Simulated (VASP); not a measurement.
**Ge: single point with r2SCAN**

The system is Ge.

```
Ge
1.0
     1.88437    1.08794    3.14580
    -1.88437    1.08794    3.14580
     0.00000   -2.17588    3.14580
Ge
2
Direct
  0.25001 0.25001 0.25001
  0.74999 0.74999 0.74999
```

```json
{"Program": "VASP 6.6.1", "Task": "single point", "Functional": "r2SCAN", "Potentials or basis": "VASP PAW PBE potentials, release 64 (Ge_d)", "Cutoff": "520 eV", "k mesh": "6 × 6 × 6", "Occupations": "gaussian, width 0.1 eV", "Spin": "no spin polarisation"}
```

```
Pressure               : -0.1 GPa
Band gap on the k mesh : zero (band 14 reaches 7.81 eV, above the bottom of band 15 at 3.41 eV)
```

Stress tensor (GPa, compression positive):
```
-0.12  0.00  0.00
 0.00 -0.12  0.00
 0.00  0.00  0.02
```

Levels at points of the mesh, in eV from the Fermi level:
```csv
k point,band 10,band 11,band 12,band 13,band 14,band 15,band 16,band 17,band 18,band 19
"(0.00, 0.00, 0.00)",-25.14,-13.68,-0.09,-0.07,0.29,0.29,6.96,6.96,7.01,7.10
"(0.50, 0.00, 0.00)",-25.30,-9.74,-9.74,1.13,1.13,1.28,1.28,3.21,3.21,13.54
"(0.50, 0.50, 0.00)",-25.15,-9.62,-6.11,-5.24,-3.02,-2.77,3.45,10.09,10.18,13.26
"(0.50, 0.50, 0.50)",-25.30,-9.88,-9.87,1.40,1.40,1.40,1.40,3.51,3.51,13.65
```

Wall time 92 s on 1 thread of Intel(R) Xeon(R) Platinum 8259CL CPU @ 2.50GHz (Skylake/Cascade Lake), with other jobs on the host, peak memory 0.17 GiB.

Caveat: the PAW data sets were made with another functional, which shifts forces and pressure a little.
